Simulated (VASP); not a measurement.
# Fe (Im-3m) in VASP: further runs

The runs below take Fe through single point, with PBE.

Program: VASP 6.6.1. These are calculated values, not measurements. Logs are shortened: lines on timing, memory, paths and dates and some standing lists are left out, and cuts for length are marked.

### 1 The cell of the first run

It takes space group Im-3m (No. 229, cubic). Conventional cell: a = 2.778 Å, b = 2.778 Å, c = 2.778 Å, α = 90.00°, β = 90.00°, γ = 90.00°. Fe (site symmetry m-3m) has 14 Fe at 2.41 to 2.78 Å within 3.2 Å.

### 2 Single point, PBE

Contents of INCAR:

```
SYSTEM = Fe
ALGO = Normal
EDIFF = 1E-7
ENCUT = 520
GGA = PE
ISIF = 2
ISMEAR = -1
LASPH = .TRUE.
LCHARG = .FALSE.
LREAL = .FALSE.
LWAVE = .FALSE.
NBANDS = 10
NELM = 80
PREC = Accurate
SIGMA = 0.06122561905347299
```

Contents of KPOINTS:

```
k-points
0
G
  28 28 28
  0 0 0
```

Contents of POSCAR:

```
Fe
1.0
   -1.3888810567      1.3888810567      1.3888810567
    1.3888810567     -1.3888810567      1.3888810567
    1.3888810567      1.3888810567     -1.3888810567
Fe
1
Direct
    0.0000000000      0.0000000000      0.0000000000
```

Potentials or basis: VASP PAW PBE potentials, release 64 (Fe).

Run with:

```
$ cat potpaw_PBE.64/Fe/POTCAR > POTCAR
$ mpirun -np 1 vasp_std > vasp.out
```

OUTCAR:

```text
SYSTEM = Fe
   EDIFF = 1E-7
   ENCUT = 520
   GGA = PE
   ISIF = 2
   ISMEAR = -1
   LASPH = .TRUE.
   LREAL = .FALSE.
   NELM = 80
   PREC = Accurate

 ion  position               nearest neighbor table
   1  0.000  0.000  0.000-

  LATTYP: Found a body centered cubic cell.
 ALAT       =     2.7777621134

  Lattice vectors:

 A1 = (  -1.3888810567,   1.3888810567,   1.3888810567)
 A2 = (   1.3888810567,  -1.3888810567,   1.3888810567)
 A3 = (   1.3888810567,   1.3888810567,  -1.3888810567)

Analysis of symmetry for initial positions (statically):
=====================================================================
 Subroutine PRICEL returns:
 Original cell was already a primitive cell.

 Routine SETGRP: Setting up the symmetry group for a
 body centered cubic supercell.

 Subroutine GETGRP returns: Found 48 space group operations
 (whereof 48 operations were pure point group operations)
 out of a pool of 48 trial point group operations.

The static configuration has the point symmetry O_h .

Analysis of symmetry for dynamics (positions and initial velocities):
=====================================================================
 Subroutine PRICEL returns:
 Original cell was already a primitive cell.

 Routine SETGRP: Setting up the symmetry group for a
 body centered cubic supercell.

 Subroutine GETGRP returns: Found 48 space group operations
 (whereof 48 operations were pure point group operations)
 out of a pool of 48 trial point group operations.

The dynamic configuration has the point symmetry O_h .

 Subroutine INISYM returns: Found 48 space group operations
 (whereof 48 operations are pure point group operations),
 and found     1 'primitive' translations

----------------------------------------------------------------------------------------

                                     Primitive cell

  volume of cell :      10.7166

  direct lattice vectors                    reciprocal lattice vectors
    -1.388881057  1.388881057  1.388881057     0.000000000  0.360002030  0.360002030
     1.388881057 -1.388881057  1.388881057     0.360002030  0.000000000  0.360002030
     1.388881057  1.388881057 -1.388881057     0.360002030  0.360002030  0.000000000

  length of vectors
     2.405612556  2.405612556  2.405612556     0.509119753  0.509119753  0.509119753

  position of ions in fractional coordinates (direct lattice)
     0.000000000  0.000000000  0.000000000

  ion indices of the primitive-cell ions
   primitive index   ion index
                 1           1

----------------------------------------------------------------------------------------

 KPOINTS: k-points

Automatic generation of k-mesh.
 Grid dimensions read from file:
 generate k-points for:   28   28   28

 Generating k-lattice:

  Cartesian coordinates                     Fractional coordinates (reciprocal lattice)
     0.000000000  0.012857215  0.012857215     0.035714286  0.000000000  0.000000000
     0.012857215  0.000000000  0.012857215     0.000000000  0.035714286  0.000000000
     0.012857215  0.012857215  0.000000000     0.000000000  0.000000000  0.035714286

  Length of vectors
     0.018182848  0.018182848  0.018182848

  Shift w.r.t. Gamma in fractional coordinates (k-lattice)
     0.000000000  0.000000000  0.000000000

 Subroutine IBZKPT returns following result:
 ===========================================

 Found    624 irreducible k-points:

 Following reciprocal coordinates:
            Coordinates               Weight
  0.000000  0.000000  0.000000      1.000000
  0.035714  0.000000  0.000000     12.000000
  0.071429  0.000000  0.000000     12.000000
  0.107143  0.000000  0.000000     12.000000
  0.142857  0.000000  0.000000     12.000000
  0.178571  0.000000  0.000000     12.000000
[... 16 lines left out ...]
  0.285714  0.035714  0.000000     48.000000
  0.321429  0.035714 -0.000000     48.000000
 [... further k-points ...]
   k-points           NKPTS =    624   k-points in BZ     NKDIM =    624   number of bands    NBANDS=     10
   number of dos      NEDOS =    301   number of ions     NIONS =      1
   total plane-waves  NPLWV =   5832
   dimension x,y,z NGX =    18 NGY =   18 NGZ =   18
   dimension x,y,z NGXF=    36 NGYF=   36 NGZF=   36
   ions per type =               1
   NGX,Y,Z   is equivalent  to a cutoff of  12.44, 12.44, 12.44 a.u.
   NGXF,Y,Z  is equivalent  to a cutoff of  24.88, 24.88, 24.88 a.u.
 SYSTEM =  Fe
   PREC   = accura    normal or accurate (medium, high low for compatibility)
   ISTART =      0    job   : 0-new  1-cont  2-samecut
   ICHARG =      2    charge: 1-file 2-atom 10-const
   ISPIN  =      1    spin polarized calculation?
   LNONCOLLINEAR =      F non collinear calculations
   LSORBIT =      F    spin-orbit coupling
   LASPH  =      T    aspherical Exc in radial PAW
   ENCUT  =  520.0 eV  38.22 Ry    6.18 a.u.   4.47  4.47  4.47*2*pi/ulx,y,z
   NELM   =     80;   NELMIN=  2; NELMDL= -5     # of ELM steps
   EDIFF  = 0.1E-06   stopping-criterion for ELM
   LREAL  =      F    real-space projection
   EDIFFG = 0.1E-05   stopping-criterion for IOM
   NSW    =      0    number of steps for IOM
   IBRION =     -1    ionic relax: 0-MD 1-quasi-New 2-CG
   NFREE  =      0    steps in history (QN), initial steepest desc. (CG)
   ISIF   =      2    stress and relaxation
   ISYM   =      2    0-nonsym 1-usesym 2-fastsym
   POTIM  = 0.5000    time-step for ionic-motion
   TEBEG  =    0.0;   TEEND  =   0.0 temperature during run
   PSTRESS=    0.0 pullay stress
   NELECT =       8.0000    total number of electrons
   NUPDOWN=      -1.0000    fix difference up-down
   EMIN   =  10.00;   EMAX   =-10.00  energy-range for DOS
   EFERMI =   0.00;   METHOD = LEGACY
   ISMEAR =    -1;   SIGMA  =   0.06  broadening in eV -4-tet -1-fermi 0-gaus
   EFERMI_NEDOS =   21; number of points for ismear=-14 and -15
   IALGO  =     38    algorithm
   IMIX   =      4    mixing-type and parameters
     AMIX     =   0.40;   BMIX     =  1.00
     AMIX_MAG =   1.60;   BMIX_MAG =  1.00
  volume/ion in A,a.u.               =      10.72        72.32
  Fermi-wavevector in a.u.,A,eV,Ry     =   1.485091  2.806415 30.007591  2.205496
  Thomas-Fermi vector in A             =   2.598546
   LORBIT       =      0    0 simple, 1 ext, 2 COOP (PROOUT), +10 PAW based schemes
   GGA     = PE    functional components
   LHFCALC =     F    Hartree Fock is set to
   AEXX    =    0.0000 exact exchange contribution
   IVDW    =     0    specifies the selected vdW correction
   LEPSILON=     F    determine dielectric tensor
   LRPA    =     F    only Hartree local field effects (RPA)
 non-spin polarized calculation
  energy-cutoff  :      520.00
  volume of cell :       10.72
 maximum number of plane-waves:       321
 NGX is ok and might be reduce to    18
   NGX =  9   NGY =  9   NGZ =  9

 number of electron       8.0000000 magnetization

 Free energy of the ion-electron system (eV)
  ---------------------------------------------------
  ext. energy  EPLUGINS =         0.00000000
  ---------------------------------------------------
  free energy    TOTEN  =        -7.78028174 eV

  energy without entropy =       -7.73815153  energy(sigma->0) =       -7.75921663

 E-fermi :   6.4956     XC(G=0): -13.4946

 val. band max:        6.4927615110   @ k =   0.1429   0.0357   0.0000
 cond. band min:       6.4974275953   @ k =  -0.3929   0.4643   0.2857
 fundamental gap:      0.0046660843
 Fermi energy:         6.4956225822

 k-point     1 :       0.0000    0.0000    0.0000
  band No.  band energies     occupation
      1      -2.2689      2.00000
      2       4.7596      2.00000
      3       4.7596      2.00000
      4       4.7596      2.00000
      5       6.4504      1.35317
      6       6.4504      1.35316
      7      31.9402      0.00000
      8      31.9402      0.00000
      9      31.9402      0.00000
     10      37.5729      0.00000

 k-point     2 :       0.0357    0.0000    0.0000
  band No.  band energies     occupation
      1      -2.2132      2.00000
      2       4.7424      2.00000
      3       4.7579      2.00000
      4       4.7916      2.00000
      5       6.4319      1.47809
      6       6.4518      1.34361
      7      31.5997      0.00000
      8      31.8766      0.00000
      9      31.9175      0.00000
     10      37.3493      0.00000

 k-point     3 :       0.0714    0.0000    0.0000
  band No.  band energies     occupation
      1      -2.0474      2.00000
      2       4.6920      2.00000
      3       4.7509      2.00000
      4       4.8867      2.00000
      5       6.3809      1.73370
      6       6.4559      1.31326
      7      30.7073      0.00000
      8      31.6611      0.00000
      9      31.8537      0.00000
     10      36.9498      0.00000

 k-point     4 :       0.1071    0.0000    0.0000
  band No.  band energies     occupation
      1      -1.7759      2.00000
      2       4.6116      2.00000
      3       4.7332      2.00000
      4       5.0420      2.00000
      5       6.3109      1.90670
      6       6.4634      1.25738
      7      29.4686      0.00000
      8      31.2495      0.00000
      9      31.7601      0.00000
     10      36.7191      0.00000
[... 222 lines left out ...]
 k-point    22 :       0.2500    0.0357    0.0000
  band No.  band energies     occupation
      1       0.4310      2.00000
      2       4.0360      2.00000
      3       4.5196      2.00000
      4       6.1852      1.98751
      5       6.3516      1.82627
      6       6.5679      0.47017
      7      22.3476      0.00000
      8      27.6605      0.00000
      9      30.8479      0.00000
     10      31.9029      0.00000

 k-point    23 :       0.2857    0.0357    0.0000
  band No.  band energies     occupation
      1       0.9349      2.00000
      2       3.9020      2.00000
      3       4.6154      2.00000
      4       6.2383      1.97051
      5       6.5966      0.32260
      6       6.7015      0.06695
      7      20.7292      0.00000
      8      26.9960      0.00000
      9      30.0868      0.00000
     10      31.6458      0.00000

 k-point    24 :       0.3214    0.0357   -0.0000
  band No.  band energies     occupation
      1       1.3252      2.00000
      2       3.7804      2.00000
      3       4.8738      2.00000
      4       6.3029      1.91765
      5       6.6325      0.19329
      6       7.0411      0.00027
      7      19.1796      0.00000
      8      26.4102      0.00000
      9      29.3305      0.00000
     10      31.5044      0.00000

 [... further k-points ...]

------------------------ aborting loop because EDIFF is reached ----------------------------------------

  FORCE on cell =-STRESS in cart. coord.  units (eV):
  Direction    XX          YY          ZZ          XY          YZ          ZX
  --------------------------------------------------------------------------------------
  -------------------------------------------------------------------------------------
  Total       -0.3734390     -0.3734390     -0.3734390     -0.0000000      0.0000000     -0.0000000
  in kB      -55.8309579    -55.8309579    -55.8309579     -0.0000000      0.0000000     -0.0000000
  external PRESSURE =     -55.8309579 kB  Pullay stress =       0.0000000 kB

 VOLUME and BASIS-vectors are now :
 -----------------------------------------------------------------------------
  energy-cutoff  :      520.00
  volume of cell :       10.72
      direct lattice vectors                 reciprocal lattice vectors
    -1.388881057  1.388881057  1.388881057     0.000000000  0.360002030  0.360002030
     1.388881057 -1.388881057  1.388881057     0.360002030  0.000000000  0.360002030
     1.388881057  1.388881057 -1.388881057     0.360002030  0.360002030  0.000000000

 POSITION                                       TOTAL-FORCE (eV/Angst)
 -----------------------------------------------------------------------------------
      0.00000      0.00000      0.00000        -0.000000      0.000000     -0.000000
 -----------------------------------------------------------------------------------
    total drift:                                0.000000      0.000000      0.000000

  FREE ENERGIE OF THE ION-ELECTRON SYSTEM (eV)
  ---------------------------------------------------
  free  energy   TOTEN  =        -7.7802817418 eV

  energy  without entropy=       -7.7381515266  energy(sigma->0) =       -7.75921663
```

It took 30 s on 1 thread of Intel Xeon 6975P-C (Granite Rapids), shared host; peak memory 0.18 GiB.

What came out:

```yaml
Free_energy: -7.7803 eV
Pressure: -5.6 GPa
Band_gap_on_the_k_mesh: zero (bands 4 and 5 overlap by 2.06 eV)
```

Levels at points of the mesh, in eV from the Fermi level:
| k point | band 2 | band 3 | band 4 | band 5 | band 6 | band 7 |
| --- | --- | --- | --- | --- | --- | --- |
| (0.00, 0.00, 0.00) | -1.74 | -1.74 | -1.74 | -0.05 | -0.05 | 25.44 |
| (0.50, 0.00, 0.00) | -2.99 | -0.07 | 0.19 | 0.49 | 1.31 | 8.36 |
| (0.50, 0.50, 0.50) | -4.51 | 1.00 | 1.00 | 1.00 | 10.43 | 10.43 |

Caveat: the cell stands under tension; the run has no spin polarisation, though such a crystal can be magnetic. Spin polarisation is off, so any magnetic state and its effect on volume and gap are missing.

### 3 Single point, PBE

This run uses another cell than the first one, of 10.93 Å³/atom.

INCAR: that of step 2 with these lines changed.

```diff
@@ -2,3 +2,3 @@
 ALGO = Normal
-EDIFF = 1E-7
+EDIFF = 1E-6
 ENCUT = 520
```

KPOINTS is that of step 2.

Contents of POSCAR:

```
Fe
1.0
   -1.3979000176      1.3979000176      1.3979000176
    1.3979000176     -1.3979000176      1.3979000176
    1.3979000176      1.3979000176     -1.3979000176
Fe
1
Direct
    0.0000000000      0.0000000000      0.0000000000
```

Potentials or basis: VASP PAW PBE potentials, release 64 (Fe).

Run with:

```
$ cat potpaw_PBE.64/Fe/POTCAR > POTCAR
$ mpirun -np 1 vasp_std > vasp.out
```

OUTCAR:

```text
SYSTEM = Fe
   EDIFF = 1E-6
   ENCUT = 520
   GGA = PE
   ISIF = 2
   ISMEAR = -1
   LASPH = .TRUE.
   LREAL = .FALSE.
   NELM = 80
   PREC = Accurate

 ion  position               nearest neighbor table
   1  0.000  0.000  0.000-

  LATTYP: Found a body centered cubic cell.
 ALAT       =     2.7958000352

  Lattice vectors:

 A1 = (  -1.3979000176,   1.3979000176,   1.3979000176)
 A2 = (   1.3979000176,  -1.3979000176,   1.3979000176)
[... 490 lines left out ...]
     10      30.9994      0.00000

 [... further k-points ...]

------------------------ aborting loop because EDIFF is reached ----------------------------------------

  FORCE on cell =-STRESS in cart. coord.  units (eV):
  Direction    XX          YY          ZZ          XY          YZ          ZX
  --------------------------------------------------------------------------------------
  -------------------------------------------------------------------------------------
  Total       -0.6837043     -0.6837043     -0.6837043     -0.0000000      0.0000000     -0.0000000
  in kB     -100.2514303   -100.2514303   -100.2514303     -0.0000000      0.0000000     -0.0000000
  external PRESSURE =    -100.2514303 kB  Pullay stress =       0.0000000 kB

 VOLUME and BASIS-vectors are now :
 -----------------------------------------------------------------------------
  energy-cutoff  :      520.00
  volume of cell :       10.93
      direct lattice vectors                 reciprocal lattice vectors
    -1.397900018  1.397900018  1.397900018     0.000000000  0.357679372  0.357679372
     1.397900018 -1.397900018  1.397900018     0.357679372  0.000000000  0.357679372
     1.397900018  1.397900018 -1.397900018     0.357679372  0.357679372  0.000000000

 POSITION                                       TOTAL-FORCE (eV/Angst)
 -----------------------------------------------------------------------------------
      0.00000      0.00000      0.00000         0.000000      0.000000      0.000000
 -----------------------------------------------------------------------------------
    total drift:                                0.000000      0.000000      0.000000

  FREE ENERGIE OF THE ION-ELECTRON SYSTEM (eV)
  ---------------------------------------------------
  free  energy   TOTEN  =        -7.7699551150 eV

  energy  without entropy=       -7.7265273813  energy(sigma->0) =       -7.74824125
```

Run time: 28 s. Hardware: 1 thread of Intel Xeon 6975P-C (Granite Rapids), shared host; peak memory 0.18 GiB.

Results:

- Free energy: -7.7700 eV
- Pressure: -10.0 GPa
- Band gap on the k mesh: zero (bands 4 and 5 overlap by 2.00 eV)

Levels at points of the mesh, in eV from the Fermi level:
```csv
k point,band 1,band 2,band 3,band 4,band 5,band 6,band 7,band 8,band 9
"(0.00, 0.00, 0.00)",-8.65,-1.69,-1.69,-1.69,-0.04,-0.04,25.25,25.25,25.25
"(0.50, 0.00, 0.00)",-4.66,-2.91,-0.07,0.19,0.50,1.27,8.18,18.66,21.04
"(0.50, 0.50, 0.50)",-4.39,-4.39,0.97,0.97,0.97,10.28,10.28,10.28,16.38
```

Caveat: the cell stands under tension; the run has no spin polarisation, though such a crystal can be magnetic.
